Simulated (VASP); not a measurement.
Wanted: the native input for a VASP 6.6.1 run.

```yaml
Task: single point
Functional: PBE
Potentials_or_basis: VASP PAW PBE potentials, release 64 (Al)
Cutoff: 520 eV
k_mesh: 8 × 8 × 8
Occupations: gaussian, width 0.05 eV
Spin: no spin polarisation
Dipole_correction: no
Further_INCAR_settings: ALGO = Fast; EDIFF = 1e-06; NBANDS = 8
```

The structure of Al lies in POSCAR:

```
Al
1.0
   -1.6072425570      1.6072425570      1.6072425570
    1.6072425570     -1.6072425570      1.6072425570
    1.6072425570      1.6072425570     -1.6072425570
Al
1
Direct
    0.0000000000      0.0000000000      0.0000000000
```

The input as run:

INCAR

```
PREC = Accurate
ENCUT = 520
EDIFF = 1E-6
ISMEAR = 0
SIGMA = 0.05
LREAL = F
LASPH = T
NELM = 100
ALGO = Fast
ISIF = 2
LWAVE = F
LCHARG = F
GGA = PE
NBANDS = 8
```

KPOINTS

```
Automatic mesh
0
Gamma
  8 8 8
```

Potentials or basis: VASP PAW PBE potentials, release 64 (Al).

Command:

```console
$ cat potpaw_PBE.64/Al/POTCAR > POTCAR
$ mpirun -np 1 vasp_std > vasp.out
```

Results of the run:

```
Pressure : 2.1 GPa
```

Wall time 1.7 s on 1 thread of Intel(R) Xeon(R) 6975P-C (Granite Rapids), on a shared host, peak memory 0.12 GiB.
